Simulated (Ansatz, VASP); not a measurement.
Two plane-wave programs on Pb

```
CELL_PARAMETERS angstrom
0.00000 3.47190 3.47190
3.47190 0.00000 3.47190
3.47190 3.47190 0.00000
ATOMIC_POSITIONS crystal
Pb 0.12500 0.12500 0.12500
Pb 0.87500 0.87500 0.87500
```

Alike in both runs: task single point; functional revPBE; k mesh 9 × 9 × 9; occupations fermi-dirac, width 0.1 eV; no spin polarisation.

|  | VASP | Ansatz |
| --- | --- | --- |
| version | VASP 6.6.1 | Ansatz 0.2.0 |
| potentials or method | VASP PAW PBE potentials, release 64 (Pb_d), cutoff 520 eV | plane waves (420 eV) with PAW, scalar-relativistic |
| valence electrons in the cell | 28 | 28 |

|  | VASP | Ansatz | Ansatz less VASP |
| --- | --- | --- | --- |
| pressure (GPa) | 2.2 | 2.3 | +0.04 |

VASP's potentials were made for PBE, not for revPBE.

Spin-orbit coupling is off throughout.
